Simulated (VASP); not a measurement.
# Zr3S2 (R32) in VASP: notebook

The runs below take Zr3S2 through single point, with PBEsol.

Program: VASP 6.6.1. These are calculated values, not measurements. Logs are shortened: lines on timing, memory, paths and dates and some standing lists are left out, and cuts for length are marked.

### Step 1. The cell of the first run

The structure is trigonal, space group R32 (No. 155). Conventional cell: a = 5.729 Å, b = 5.729 Å, c = 10.046 Å, α = 90.00°, β = 90.00°, γ = 120.00°. Within 3.4 Å of Zr (site symmetry 2) lie 4 S at 2.54 to 2.55 Å and 8 Zr at 3.28 to 3.36 Å. S (site symmetry 3) has 6 Zr at 2.54 to 2.55 Å and 4 S at 3.31 to 3.32 Å within 3.4 Å.

### Step 2. Single point, PBEsol (strain +0.000 along x and y, -0.025 along z)

Input file INCAR:

```
PREC = Accurate
ENCUT = 520
EDIFF = 1E-6
ISMEAR = 0
SIGMA = 0.15
LREAL = F
LASPH = T
NELM = 80
ALGO = Normal
ISIF = 2
LWAVE = F
LCHARG = T
GGA = PS
LELF = T
LVHAR = T
NBANDS = 32
```

Input file KPOINTS:

```
regular mesh
0
Gamma
  12 12 12
```

Input file POSCAR:

```
Zr3S2
1.0
    2.8645729427      1.6538619596      3.3488302566
   -2.8645729427      1.6538619596      3.3488302566
    0.0000000000     -3.3077239191      3.3488302566
Zr S
3 2
Direct
    0.1618381745      0.8381618255      0.5000000000
    0.5000000000      0.1618381745      0.8381618255
    0.8381618255      0.5000000000      0.1618381745
    0.3349612447      0.3349612447      0.3349612447
    0.6650387553      0.6650387553      0.6650387553
```

Potentials or basis: VASP PAW PBE potentials, release 64 (Zr_sv, S).

The run is started by

```console
$ cat potpaw_PBE.64/Zr_sv/POTCAR potpaw_PBE.64/S/POTCAR > POTCAR
$ mpirun -np 1 vasp_std > vasp.out
```

OUTCAR:

```text
PREC = Accurate
   ENCUT = 520
   EDIFF = 1E-6
   ISMEAR = 0
   LREAL = F
   LASPH = T
   NELM = 80
   ISIF = 2
   GGA = PS

 ion  position               nearest neighbor table
   1  0.162  0.838  0.500-   4 2.54   5 2.54   5 2.55   4 2.55   2 3.28   3 3.28   3 3.28   2 3.28
                             3 3.35   2 3.35   3 3.36   2 3.36
   2  0.500  0.162  0.838-   4 2.54   5 2.54   4 2.55   5 2.55   1 3.28   1 3.28   3 3.28   3 3.28
                             1 3.35   3 3.35   3 3.36   1 3.36
   3  0.838  0.500  0.162-   5 2.54   4 2.54   5 2.55   4 2.55   1 3.28   1 3.28   2 3.28   2 3.28
                             1 3.35   2 3.35   2 3.36   1 3.36
   4  0.335  0.335  0.335-   2 2.54   3 2.54   1 2.54   2 2.55   1 2.55   3 2.55
   5  0.665  0.665  0.665-   3 2.54   2 2.54   1 2.54   3 2.55   1 2.55   2 2.55

  LATTYP: Found a trigonal (rhomboedric) cell.
 ALAT       =     4.7069843438
 COS(alpha) =     0.2592626235

  Lattice vectors:

 A1 = (   2.8645729427,   1.6538619596,   3.3488302566)
 A2 = (  -2.8645729427,   1.6538619596,   3.3488302566)
 A3 = (   0.0000000000,  -3.3077239191,   3.3488302566)

Analysis of symmetry for initial positions (statically):
=====================================================================
 Subroutine PRICEL returns:
 Original cell was already a primitive cell.

 Routine SETGRP: Setting up the symmetry group for a
 trigonal (rhombohedral) supercell.

 Subroutine GETGRP returns: Found  6 space group operations
 (whereof  6 operations were pure point group operations)
 out of a pool of 12 trial point group operations.

The static configuration has the point symmetry D_3 .

Analysis of symmetry for dynamics (positions and initial velocities):
=====================================================================
 Subroutine PRICEL returns:
 Original cell was already a primitive cell.

 Routine SETGRP: Setting up the symmetry group for a
 trigonal (rhombohedral) supercell.

 Subroutine GETGRP returns: Found  6 space group operations
 (whereof  6 operations were pure point group operations)
 out of a pool of 12 trial point group operations.

The dynamic configuration has the point symmetry D_3 .

 Subroutine INISYM returns: Found  6 space group operations
 (whereof  6 operations are pure point group operations),
 and found     1 'primitive' translations

----------------------------------------------------------------------------------------

                                     Primitive cell

  volume of cell :      95.1927

  direct lattice vectors                    reciprocal lattice vectors
     2.864572943  1.653861960  3.348830257     0.174546088  0.100774231  0.099537244
    -2.864572943  1.653861960  3.348830257    -0.174546088  0.100774231  0.099537244
     0.000000000 -3.307723919  3.348830257     0.000000000 -0.201548461  0.099537244

  length of vectors
     4.706984344  4.706984344  4.706984344     0.224787556  0.224787556  0.224787556

  position of ions in fractional coordinates (direct lattice)
     0.161838174  0.838161826  0.500000000
     0.500000000  0.161838174  0.838161826
     0.838161826  0.500000000  0.161838174
     0.334961245  0.334961245  0.334961245
     0.665038755  0.665038755  0.665038755

  ion indices of the primitive-cell ions
   primitive index   ion index
                 1           1
                 2           2
                 3           3
                 4           4
                 5           5

----------------------------------------------------------------------------------------

 KPOINTS: regular mesh

Automatic generation of k-mesh.
 Grid dimensions read from file:
 generate k-points for:   12   12   12

 Generating k-lattice:

  Cartesian coordinates                     Fractional coordinates (reciprocal lattice)
     0.014545507  0.008397853  0.008294770     0.083333333  0.000000000  0.000000000
    -0.014545507  0.008397853  0.008294770     0.000000000  0.083333333  0.000000000
     0.000000000 -0.016795705  0.008294770     0.000000000  0.000000000  0.083333333

  Length of vectors
     0.018732296  0.018732296  0.018732296

  Shift w.r.t. Gamma in fractional coordinates (k-lattice)
     0.000000000  0.000000000  0.000000000

 Subroutine IBZKPT returns following result:
 ===========================================

 Found    189 irreducible k-points:

 Following reciprocal coordinates:
            Coordinates               Weight
  0.000000  0.000000  0.000000      1.000000
  0.083333  0.000000 -0.000000      6.000000
  0.166667  0.000000 -0.000000      6.000000
  0.250000  0.000000 -0.000000      6.000000
  0.333333 -0.000000 -0.000000      6.000000
  0.416667  0.000000 -0.000000      6.000000
[... 16 lines left out ...]
  0.500000  0.166667 -0.000000     12.000000
 -0.416667  0.166667  0.000000     12.000000
 [... further k-points ...]
   k-points           NKPTS =    189   k-points in BZ     NKDIM =    189   number of bands    NBANDS=     32
   number of dos      NEDOS =    301   number of ions     NIONS =      5
   total plane-waves  NPLWV =  46656
   dimension x,y,z NGX =    36 NGY =   36 NGZ =   36
   dimension x,y,z NGXF=    72 NGYF=   72 NGZF=   72
   ions per type =               3   2
   NGX,Y,Z   is equivalent  to a cutoff of  12.71, 12.71, 12.71 a.u.
   NGXF,Y,Z  is equivalent  to a cutoff of  25.43, 25.43, 25.43 a.u.
 SYSTEM =  unknown system
   PREC   = accura    normal or accurate (medium, high low for compatibility)
   ISTART =      0    job   : 0-new  1-cont  2-samecut
   ICHARG =      2    charge: 1-file 2-atom 10-const
   ISPIN  =      1    spin polarized calculation?
   LNONCOLLINEAR =      F non collinear calculations
   LSORBIT =      F    spin-orbit coupling
   LASPH  =      T    aspherical Exc in radial PAW
   ENCUT  =  520.0 eV  38.22 Ry    6.18 a.u.   8.75  8.75  8.75*2*pi/ulx,y,z
   NELM   =     80;   NELMIN=  2; NELMDL= -5     # of ELM steps
   EDIFF  = 0.1E-05   stopping-criterion for ELM
   LREAL  =      F    real-space projection
   EDIFFG = 0.1E-04   stopping-criterion for IOM
   NSW    =      0    number of steps for IOM
   IBRION =     -1    ionic relax: 0-MD 1-quasi-New 2-CG
   NFREE  =      0    steps in history (QN), initial steepest desc. (CG)
   ISIF   =      2    stress and relaxation
   ISYM   =      2    0-nonsym 1-usesym 2-fastsym
   POTIM  = 0.5000    time-step for ionic-motion
   TEBEG  =    0.0;   TEEND  =   0.0 temperature during run
   PSTRESS=    0.0 pullay stress
   NELECT =      48.0000    total number of electrons
   NUPDOWN=      -1.0000    fix difference up-down
   EMIN   =  10.00;   EMAX   =-10.00  energy-range for DOS
   EFERMI =   0.00;   METHOD = LEGACY
   ISMEAR =     0;   SIGMA  =   0.15  broadening in eV -4-tet -1-fermi 0-gaus
   EFERMI_NEDOS =   21; number of points for ismear=-14 and -15
   IALGO  =     38    algorithm
   IMIX   =      4    mixing-type and parameters
     AMIX     =   0.40;   BMIX     =  1.00
     AMIX_MAG =   1.60;   BMIX_MAG =  1.00
  volume/ion in A,a.u.               =      19.04       128.48
  Fermi-wavevector in a.u.,A,eV,Ry     =   1.303029  2.462368 23.101121  1.697884
  Thomas-Fermi vector in A             =   2.434058
   LORBIT       =      0    0 simple, 1 ext, 2 COOP (PROOUT), +10 PAW based schemes
   GGA     = PS    functional components
   LHFCALC =     F    Hartree Fock is set to
   AEXX    =    0.0000 exact exchange contribution
   IVDW    =     0    specifies the selected vdW correction
   LEPSILON=     F    determine dielectric tensor
   LRPA    =     F    only Hartree local field effects (RPA)
 non-spin polarized calculation
 Gauss-broadening in eV      SIGMA  =   0.15
  energy-cutoff  :      520.00
  volume of cell :       95.19
 maximum number of plane-waves:      2599
   NGX = 17   NGY = 17   NGZ = 17

 number of electron      48.0000003 magnetization

 Free energy of the ion-electron system (eV)
  ---------------------------------------------------
  ext. energy  EPLUGINS =         0.00000000
  ---------------------------------------------------
  free energy    TOTEN  =       -41.89999288 eV

  energy without entropy =      -41.87201973  energy(sigma->0) =      -41.88600631

 E-fermi :   9.5162     XC(G=0): -11.3498

 val. band max:        9.5133330993   @ k =   0.2500   0.1667   0.0833
 cond. band min:       9.5167491364   @ k =  -0.3333   0.0833   0.0000
 fundamental gap:      0.0034160371
 Fermi energy:         9.5161845813

 k-point     1 :       0.0000    0.0000    0.0000
  band No.  band energies     occupation
      1     -39.2929      2.00000
      2     -39.1895      2.00000
      3     -39.1895      2.00000
      4     -17.5507      2.00000
      5     -17.5507      2.00000
      6     -17.5470      2.00000
[... 24 lines left out ...]
     31      13.0423      0.00000
     32      13.3866      0.00000

 k-point     2 :       0.0833    0.0000   -0.0000
  band No.  band energies     occupation
      1     -39.2910      2.00000
      2     -39.1928      2.00000
      3     -39.1881      2.00000
      4     -17.5923      2.00000
      5     -17.5676      2.00000
      6     -17.5516      2.00000
[... 24 lines left out ...]
     31      13.2177      0.00000
     32      13.4391      0.00000

 k-point     3 :       0.1667    0.0000   -0.0000
  band No.  band energies     occupation
      1     -39.2856      2.00000
      2     -39.1983      2.00000
      3     -39.1879      2.00000
      4     -17.6275      2.00000
      5     -17.5993      2.00000
      6     -17.5699      2.00000
[... 24 lines left out ...]
     31      13.2949      0.00000
     32      13.5606      0.00000

 k-point     4 :       0.2500    0.0000   -0.0000
  band No.  band energies     occupation
      1     -39.2771      2.00000
      2     -39.2060      2.00000
      3     -39.1885      2.00000
      4     -17.6494      2.00000
      5     -17.6285      2.00000
      6     -17.5818      2.00000
[... 654 lines left out ...]
     31      13.2577      0.00000
     32      13.5845      0.00000

 k-point    23 :       0.5000    0.1667   -0.0000
  band No.  band energies     occupation
      1     -39.2432      2.00000
      2     -39.2324      2.00000
      3     -39.1954      2.00000
      4     -17.6868      2.00000
      5     -17.6326      2.00000
      6     -17.6065      2.00000
[... 24 lines left out ...]
     31      13.0779      0.00000
     32      13.5137      0.00000

 k-point    24 :      -0.4167    0.1667    0.0000
  band No.  band energies     occupation
      1     -39.2440      2.00000
      2     -39.2299      2.00000
      3     -39.1971      2.00000
      4     -17.6677      2.00000
      5     -17.6397      2.00000
      6     -17.5825      2.00000
[... 24 lines left out ...]
     31      12.8700      0.00000
     32      13.4004      0.00000

 [... further k-points ...]

------------------------ aborting loop because EDIFF is reached ----------------------------------------

  FORCE on cell =-STRESS in cart. coord.  units (eV):
  Direction    XX          YY          ZZ          XY          YZ          ZX
  --------------------------------------------------------------------------------------
  -------------------------------------------------------------------------------------
  Total        1.6563931      1.6563931      3.6762952      0.0000000      0.0000000      0.0000000
  in kB       27.8785682     27.8785682     61.8753163      0.0000000      0.0000000      0.0000000
  external PRESSURE =      39.2108176 kB  Pullay stress =       0.0000000 kB

 VOLUME and BASIS-vectors are now :
 -----------------------------------------------------------------------------
  energy-cutoff  :      520.00
  volume of cell :       95.19
      direct lattice vectors                 reciprocal lattice vectors
     2.864572943  1.653861960  3.348830257     0.174546088  0.100774231  0.099537244
    -2.864572943  1.653861960  3.348830257    -0.174546088  0.100774231  0.099537244
     0.000000000 -3.307723919  3.348830257     0.000000000 -0.201548461  0.099537244

 POSITION                                       TOTAL-FORCE (eV/Angst)
 -----------------------------------------------------------------------------------
     -1.93738      0.00000      5.02325        -0.060096      0.000000     -0.000000
      0.96869     -1.67782      5.02325         0.030048     -0.052044      0.000000
      0.96869      1.67782      5.02325         0.030048      0.052044      0.000000
      0.00000      0.00000      3.36519         0.000000      0.000000      0.005932
      0.00000      0.00000      6.68131         0.000000     -0.000000     -0.005932
 -----------------------------------------------------------------------------------
    total drift:                                0.000000     -0.000000      0.000000

  FREE ENERGIE OF THE ION-ELECTRON SYSTEM (eV)
  ---------------------------------------------------
  free  energy   TOTEN  =       -41.8999928791 eV

  energy  without entropy=      -41.8720197322  energy(sigma->0) =      -41.88600631
```

It took 3.1 min on 1 thread of Intel Xeon 6975P-C (Granite Rapids), shared host; peak memory 0.53 GiB.

Results:

```
Free energy            : -41.9000 eV
Pressure               : 3.9 GPa
Largest force          : 0.060 eV/Å
Band gap on the k mesh : zero (bands 24 and 25 overlap by 0.31 eV)
```

Forces in eV/Å, atoms in the order of the input:
```
Zr  -0.060  0.000  0.000
Zr   0.030 -0.052  0.000
Zr   0.030  0.052  0.000
S    0.000  0.000  0.006
S    0.000  0.000 -0.006
```

Stress tensor (GPa, compression positive):
```
2.79 0.00 0.00
0.00 2.79 0.00
0.00 0.00 6.19
```

Caveat: the cell differs from its parent crystal (strain +0.000 along x and y, -0.025 along z); the cell stands under pressure; the PAW data sets were made with another functional, which shifts forces and pressure a little.

(Part 1 of 2 ends here.)
